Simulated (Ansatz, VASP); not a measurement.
# Ba: VASP beside Ansatz

File POSCAR:

```
Ba
1.0
   -2.5367939014      2.5367939014      2.5367939014
    2.5367939014     -2.5367939014      2.5367939014
    2.5367939014      2.5367939014     -2.5367939014
Ba
1
Direct
    0.0000000000      0.0000000000      0.0000000000
```

The input INCAR.step1:

```
ALGO     = Normal         # electronic algorithm
EDIFF    = 1E-4           # SCF threshold, eV
ENCUT    = 520            # plane-wave cutoff, eV
GGA      = PE             # functional
ISMEAR   = -1             # smearing method
LASPH    = True           # aspherical terms in the spheres
LCHARG   = False          # write CHGCAR
LREAL    = False          # projectors in reciprocal space
LWAVE    = True           # write WAVECAR
NBANDS   = 11             # bands
NELM     = 100            # most SCF steps
PREC     = Accurate       # precision mode
SIGMA    = 0.2            # smearing width, eV
```

File INCAR.step2:

```
ALGO     = Normal         # electronic algorithm
EDIFF    = 1E-6           # SCF threshold, eV
ENCUT    = 520            # plane-wave cutoff, eV
ISIF     = 2              # what is computed and relaxed
ISMEAR   = -1             # smearing method
ISTART   = 1            
LASPH    = True           # aspherical terms in the spheres
LCHARG   = True           # write CHGCAR
LELF     = True           # ELF
LMIXTAU  = True         
LREAL    = False          # projectors in reciprocal space
LVHAR    = True         
LWAVE    = False          # write WAVECAR
METAGGA  = R2SCAN         # meta-GGA
NBANDS   = 11             # bands
NELM     = 100            # most SCF steps
PREC     = Accurate       # precision mode
SIGMA    = 0.2            # smearing width, eV
```

KPOINTS

```
k-points
0
Gamma
  9 9 9
```

Input for Ansatz:

```yaml
crystal:
  lattice:
    - [-2.5367939014, 2.5367939014, 2.5367939014]
    - [2.5367939014, -2.5367939014, 2.5367939014]
    - [2.5367939014, 2.5367939014, -2.5367939014]
  atoms:
    - { symbol: Ba, position: [0.0, 0.0, 0.0] }
hamiltonian:
  xc: r2scan
  pseudopotentials:
    kind: paw
    azcp:
      Ba: "pseudopotentials/Ba.paw.azcp"
basis:
  ecutwfc: 500
  fft_grid_basis: typed
kpoints:
  mp_grid: { grid: [9, 9, 9], shift: [0, 0, 0] }
magnetization:
  spin_polarized: false
scf:
  occupations: { method: fermi_dirac, width: 0.2 }
  lower_state_search: "off"
output:
  stress: true
```

Alike in both runs: task single point; functional r2SCAN; k mesh 9 × 9 × 9; occupations fermi-dirac, width 0.2 eV; no spin polarisation.

|  | VASP | Ansatz |
| --- | --- | --- |
| version | VASP 6.6.1 | Ansatz 0.2.0 |
| potentials or method | VASP PAW PBE potentials, release 64 (Ba_sv), cutoff 520 eV | plane waves (500 eV) with PAW, scalar-relativistic |
| valence electrons in the cell | 10 | 10 |

```tsv
	VASP	Ansatz	Ansatz less VASP
pressure (GPa)	0.2	0.1	-0.04
```

VASP's potentials were made for PBE, not for r2SCAN.

Neither program's run includes spin-orbit coupling.
